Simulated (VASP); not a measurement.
# SnO (F-43m) in VASP: single point with HSE06

Aim: the single point of SnO with HSE06.

All numbers are computed with VASP 6.6.1; they aren't measurements. Logs are shortened: lines on timing, memory, paths and dates and some standing lists are left out, and cuts for length are marked.

### 1 The cell of the first run

It takes space group F-43m (No. 216, cubic). Conventional cell: a = 5.206 Å, b = 5.206 Å, c = 5.206 Å, α = 90.00°, β = 90.00°, γ = 90.00°. Sn (site symmetry -43m) has 4 O at 2.25 Å within 3.0 Å. Within 3.0 Å of O (site symmetry -43m) lie 4 Sn at 2.25 Å.

### 2 Single point, HSE06 (strain -3.9%)

File POSCAR:

```
SnO
1.0
    0.0000000000      2.6031359866      2.6031359866
    2.6031359866      0.0000000000      2.6031359866
    2.6031359866      2.6031359866      0.0000000000
Sn O
1 1
Direct
    0.0000000000      0.0000000000      0.0000000000
    0.2500000000      0.2500000000      0.2500000000
```

File INCAR.step1:

```
PREC = Accurate
ENCUT = 520
EDIFF = 1E-5
ISMEAR = -1
SIGMA = 0.02
LREAL = False
LASPH = True
NELM = 100
ALGO = Normal
ISIF = 2
LWAVE = True
LCHARG = False
NBANDS = 17
GGA = PE
```

File INCAR.step2:

```
PREC = Accurate
ENCUT = 520
EDIFF = 1E-6
ISMEAR = -1
SIGMA = 0.02
LREAL = False
LASPH = True
NELM = 100
ALGO = Normal
ISIF = 2
LWAVE = False
LCHARG = False
GGA = PE
LHFCALC = True
HFSCREEN = 0.2079
PRECFOCK = Normal
NBANDS = 17
ISTART = 1
```

File KPOINTS:

```
Automatic mesh
0
Gamma
  6 6 6
```

Potentials or basis: VASP PAW PBE potentials, release 64 (Sn_d, O).

On the command line:

```
$ cat potpaw_PBE.64/Sn_d/POTCAR potpaw_PBE.64/O/POTCAR > POTCAR
$ cp INCAR.step1 INCAR
$ mpirun -np 1 vasp_std > vasp.out
$ cp INCAR.step2 INCAR
$ mpirun -np 1 vasp_std > vasp.out
```

OUTCAR:

```text
PREC = Accurate
   ENCUT = 520
   EDIFF = 1E-6
   ISMEAR = -1
   LREAL = False
   LASPH = True
   NELM = 100
   ISIF = 2
   GGA = PE
   LHFCALC = True
   HFSCREEN = 0.2079
   PRECFOCK = Normal
   ISTART = 1

 ion  position               nearest neighbor table
   1  0.000  0.000  0.000-   2 2.25   2 2.25   2 2.25   2 2.25
   2  0.250  0.250  0.250-   1 2.25   1 2.25   1 2.25   1 2.25

  LATTYP: Found a face centered cubic cell.
 ALAT       =     5.2062719732

  Lattice vectors:

 A1 = (   0.0000000000,   2.6031359866,   2.6031359866)
 A2 = (   2.6031359866,   0.0000000000,   2.6031359866)
 A3 = (   2.6031359866,   2.6031359866,   0.0000000000)

Analysis of symmetry for initial positions (statically):
=====================================================================
 Subroutine PRICEL returns:
 Original cell was already a primitive cell.

 Routine SETGRP: Setting up the symmetry group for a
 face centered cubic supercell.

 Subroutine GETGRP returns: Found 24 space group operations
 (whereof 24 operations were pure point group operations)
 out of a pool of 48 trial point group operations.

The static configuration has the point symmetry T_d .

Analysis of symmetry for dynamics (positions and initial velocities):
=====================================================================
 Subroutine PRICEL returns:
 Original cell was already a primitive cell.

 Routine SETGRP: Setting up the symmetry group for a
 face centered cubic supercell.

 Subroutine GETGRP returns: Found 24 space group operations
 (whereof 24 operations were pure point group operations)
 out of a pool of 48 trial point group operations.

The dynamic configuration has the point symmetry T_d .

 Subroutine INISYM returns: Found 24 space group operations
 (whereof 24 operations are pure point group operations),
 and found     1 'primitive' translations

----------------------------------------------------------------------------------------

                                     Primitive cell

  volume of cell :      35.2793

  direct lattice vectors                    reciprocal lattice vectors
     0.000000000  2.603135987  2.603135987    -0.192076020  0.192076020  0.192076020
     2.603135987  0.000000000  2.603135987     0.192076020 -0.192076020  0.192076020
     2.603135987  2.603135987  0.000000000     0.192076020  0.192076020 -0.192076020

  length of vectors
     3.681390217  3.681390217  3.681390217     0.332685426  0.332685426  0.332685426

  position of ions in fractional coordinates (direct lattice)
     0.000000000  0.000000000  0.000000000
     0.250000000  0.250000000  0.250000000

  ion indices of the primitive-cell ions
   primitive index   ion index
                 1           1
                 2           2

----------------------------------------------------------------------------------------

 KPOINTS: Automatic mesh

Automatic generation of k-mesh.
 Grid dimensions read from file:
 generate k-points for:    6    6    6

 Generating k-lattice:

  Cartesian coordinates                     Fractional coordinates (reciprocal lattice)
    -0.032012670  0.032012670  0.032012670     0.166666667  0.000000000  0.000000000
     0.032012670 -0.032012670  0.032012670     0.000000000  0.166666667  0.000000000
     0.032012670  0.032012670 -0.032012670     0.000000000  0.000000000  0.166666667

  Length of vectors
     0.055447571  0.055447571  0.055447571

  Shift w.r.t. Gamma in fractional coordinates (k-lattice)
     0.000000000  0.000000000  0.000000000

 Subroutine IBZKPT returns following result:
 ===========================================

 Found     16 irreducible k-points:

 Following reciprocal coordinates:
            Coordinates               Weight
  0.000000  0.000000  0.000000      1.000000
  0.166667  0.000000  0.000000      8.000000
  0.333333  0.000000  0.000000      8.000000
  0.500000  0.000000  0.000000      4.000000
  0.166667  0.166667  0.000000      6.000000
  0.333333  0.166667  0.000000     24.000000
[... 8 lines left out ...]
 -0.333333  0.333333  0.166667     24.000000
 -0.333333  0.500000  0.166667     12.000000
   k-points           NKPTS =     16   k-points in BZ     NKDIM =    216   number of bands    NBANDS=     17
   number of dos      NEDOS =    301   number of ions     NIONS =      2
   total plane-waves  NPLWV =  21952
   dimension x,y,z NGX =    28 NGY =   28 NGZ =   28
   dimension x,y,z NGXF=    56 NGYF=   56 NGZF=   56
   ions per type =               1   1
   NGX,Y,Z   is equivalent  to a cutoff of  12.64, 12.64, 12.64 a.u.
   NGXF,Y,Z  is equivalent  to a cutoff of  25.29, 25.29, 25.29 a.u.
 SYSTEM =  unknown system
   PREC   = accura    normal or accurate (medium, high low for compatibility)
   ISTART =      1    job   : 0-new  1-cont  2-samecut
   ICHARG =      0    charge: 1-file 2-atom 10-const
   ISPIN  =      1    spin polarized calculation?
   LNONCOLLINEAR =      F non collinear calculations
   LSORBIT =      F    spin-orbit coupling
   LASPH  =      T    aspherical Exc in radial PAW
   ENCUT  =  520.0 eV  38.22 Ry    6.18 a.u.   6.84  6.84  6.84*2*pi/ulx,y,z
   NELM   =    100;   NELMIN=  2; NELMDL=  0     # of ELM steps
   EDIFF  = 0.1E-05   stopping-criterion for ELM
   LREAL  =      F    real-space projection
   EDIFFG = 0.1E-04   stopping-criterion for IOM
   NSW    =      0    number of steps for IOM
   IBRION =     -1    ionic relax: 0-MD 1-quasi-New 2-CG
   NFREE  =      0    steps in history (QN), initial steepest desc. (CG)
   ISIF   =      2    stress and relaxation
   ISYM   =      3    0-nonsym 1-usesym 2-fastsym
   POTIM  = 0.5000    time-step for ionic-motion
   TEBEG  =    0.0;   TEEND  =   0.0 temperature during run
   PSTRESS=    0.0 pullay stress
   NELECT =      20.0000    total number of electrons
   NUPDOWN=      -1.0000    fix difference up-down
   EMIN   =  10.00;   EMAX   =-10.00  energy-range for DOS
   EFERMI =   0.00;   METHOD = LEGACY
   ISMEAR =    -1;   SIGMA  =   0.02  broadening in eV -4-tet -1-fermi 0-gaus
   EFERMI_NEDOS =   21; number of points for ismear=-14 and -15
   IALGO  =     38    algorithm
   IMIX   =      1    mixing-type and parameters
     AMIX     =   0.40;   BMIX     =  1.00
     AMIX_MAG =   1.60;   BMIX_MAG =  1.00
  volume/ion in A,a.u.               =      17.64       119.04
  Fermi-wavevector in a.u.,A,eV,Ry     =   1.354913  2.560414 24.977417  1.835788
  Thomas-Fermi vector in A             =   2.482044
   LORBIT       =      0    0 simple, 1 ext, 2 COOP (PROOUT), +10 PAW based schemes
   GGA     = PE    functional components
   LHFCALC =     T    Hartree Fock is set to
   PRECFOCK=normal    Normal, Fast or Accurate (Low or Medium for compatibility)
   ENCUT4O =  -1.0   cutoff for four orbital integrals eV
   NKREDX  =     1    reduce k-point grid by
   NKREDY  =     1    reduce k-point grid by
   NKREDZ  =     1    reduce k-point grid by
   AEXX    =    0.2500 exact exchange contribution
   HFSCREEN=    0.2079 screening length (either q_TF or 0.3 A-1)
   HFSCREENC=   0.2079 screening length for correlation (either q_TF or 0.3 A-1)
   ENCUTFOCK=  -1.0 apply spherical cutoff to Coloumb kernel
   IVDW    =     0    specifies the selected vdW correction
   LEPSILON=     F    determine dielectric tensor
   LRPA    =     F    only Hartree local field effects (RPA)
 non-spin polarized calculation
  energy-cutoff  :      520.00
  volume of cell :       35.28
 maximum number of plane-waves:       960
  NGX = 24; NGY = 24; NGZ = 24

 number of electron      20.0000008 magnetization

 Free energy of the ion-electron system (eV)
  ---------------------------------------------------
  ext. energy  EPLUGINS =         0.00000000
  ---------------------------------------------------
  free energy    TOTEN  =       -12.59575858 eV

  energy without entropy =      -12.59450732  energy(sigma->0) =      -12.59513295

 E-fermi :   7.8052     XC(G=0):  -8.4855

 val. band max:        7.7832124909   @ k =  -0.3333   0.5000   0.1667
 cond. band min:       8.0210310135   @ k =  -0.3333   0.5000   0.1667
 fundamental gap:      0.2378185226
 Fermi energy:         7.8051884999

 k-point     1 :       0.0000    0.0000    0.0000
  band No.  band energies     occupation
      1     -16.7875      2.00000
      2     -16.7875      2.00000
      3     -16.7875      2.00000
      4     -16.6895      2.00000
      5     -16.6895      2.00000
      6     -14.9949      2.00000
[... 9 lines left out ...]
     16      20.0279      0.00000
     17      20.0279      0.00000

 k-point     2 :       0.1667    0.0000    0.0000
  band No.  band energies     occupation
      1     -16.8828      2.00000
      2     -16.7750      2.00000
      3     -16.7750      2.00000
      4     -16.6888      2.00000
      5     -16.6888      2.00000
      6     -14.7436      2.00000
[... 9 lines left out ...]
     16      19.1699      0.00000
     17      20.6825      0.00000

 k-point     3 :       0.3333    0.0000    0.0000
  band No.  band energies     occupation
      1     -17.0376      2.00000
      2     -16.7607      2.00000
      3     -16.7607      2.00000
      4     -16.6764      2.00000
      5     -16.6764      2.00000
      6     -14.2425      2.00000
[... 9 lines left out ...]
     16      19.3230      0.00000
     17      22.5080      0.00000

 k-point     4 :       0.5000    0.0000    0.0000
  band No.  band energies     occupation
      1     -17.1038      2.00000
      2     -16.7593      2.00000
      3     -16.7593      2.00000
      4     -16.6644      2.00000
      5     -16.6644      2.00000
      6     -13.9823      2.00000
[... 9 lines left out ...]
     16      19.9931      0.00000
     17      21.9113      0.00000
[... 183 lines left out ...]
      1     -17.1209      2.00000
      2     -16.7423      2.00000
      3     -16.7209      2.00000
      4     -16.6987      2.00000
      5     -16.6690      2.00000
      6     -13.9383      2.00000
[... 9 lines left out ...]
     16      21.4882      0.00000
     17      23.9664      0.00000

 k-point    15 :      -0.3333    0.3333    0.1667
  band No.  band energies     occupation
      1     -17.1511      2.00000
      2     -16.7465      2.00000
      3     -16.7150      2.00000
      4     -16.6894      2.00000
      5     -16.6723      2.00000
      6     -13.7680      2.00000
[... 9 lines left out ...]
     16      22.3060      0.00000
     17      23.6093      0.00000

 k-point    16 :      -0.3333    0.5000    0.1667
  band No.  band energies     occupation
      1     -17.1803      2.00000
      2     -16.7291      2.00000
      3     -16.7205      2.00000
      4     -16.6774      2.00000
      5     -16.6680      2.00000
      6     -13.7050      2.00000
[... 9 lines left out ...]
     16      21.5780      0.00000
     17      23.8417      0.00000

------------------------ aborting loop because EDIFF is reached ----------------------------------------

  FORCE on cell =-STRESS in cart. coord.  units (eV):
  Direction    XX          YY          ZZ          XY          YZ          ZX
  --------------------------------------------------------------------------------------
  -------------------------------------------------------------------------------------
  Total        2.3724597      2.3724597      2.3724597      0.0000000      0.0000000      0.0000000
  in kB      107.7429481    107.7429481    107.7429481      0.0000000      0.0000000      0.0000000
  external PRESSURE =     107.7429481 kB  Pullay stress =       0.0000000 kB

 VOLUME and BASIS-vectors are now :
 -----------------------------------------------------------------------------
  energy-cutoff  :      520.00
  volume of cell :       35.28
      direct lattice vectors                 reciprocal lattice vectors
     0.000000000  2.603135987  2.603135987    -0.192076020  0.192076020  0.192076020
     2.603135987  0.000000000  2.603135987     0.192076020 -0.192076020  0.192076020
     2.603135987  2.603135987  0.000000000     0.192076020  0.192076020 -0.192076020

 POSITION                                       TOTAL-FORCE (eV/Angst)
 -----------------------------------------------------------------------------------
      0.00000      0.00000      0.00000         0.000000      0.000000      0.000000
      1.30157      1.30157      1.30157        -0.000000     -0.000000     -0.000000
 -----------------------------------------------------------------------------------
    total drift:                               -0.000001     -0.000002     -0.000002

  FREE ENERGIE OF THE ION-ELECTRON SYSTEM (eV)
  ---------------------------------------------------
  free  energy   TOTEN  =       -12.5957585786 eV

  energy  without entropy=      -12.5945073250  energy(sigma->0) =      -12.59513295
```

Wall time 1.5 h (1 thread of Intel Xeon 8259CL, shared host); peak memory 0.29 GiB.

What came out:

* Free energy: -12.5958 eV
* Pressure: 10.8 GPa
* Band gap on the k mesh: zero (bands 10 and 11 overlap by 0.15 eV)

Levels at points of the mesh, in eV from the Fermi level:
| k point | band 8 | band 9 | band 10 | band 11 | band 12 | band 13 |
| --- | --- | --- | --- | --- | --- | --- |
| (0.00, 0.00, 0.00) | -5.56 | -5.56 | -5.56 | 5.24 | 5.24 | 5.24 |
| (0.50, 0.00, 0.00) | -6.08 | -6.08 | -2.98 | 1.61 | 5.30 | 5.30 |
| (0.50, 0.50, 0.00) | -7.00 | -7.00 | -1.21 | -0.17 | 5.47 | 6.21 |

Caveat: the cell differs from its parent crystal (strain -3.9%); the cell stands under pressure; the structure was generated, so it needn't be the stable form of SnO; the PAW data sets were made with another functional, which shifts forces and pressure a little; spin-orbit coupling is left out, which moves the levels of the heavy elements.

The gap in the log of VASP goes by the Fermi energy; the results here count the filled bands.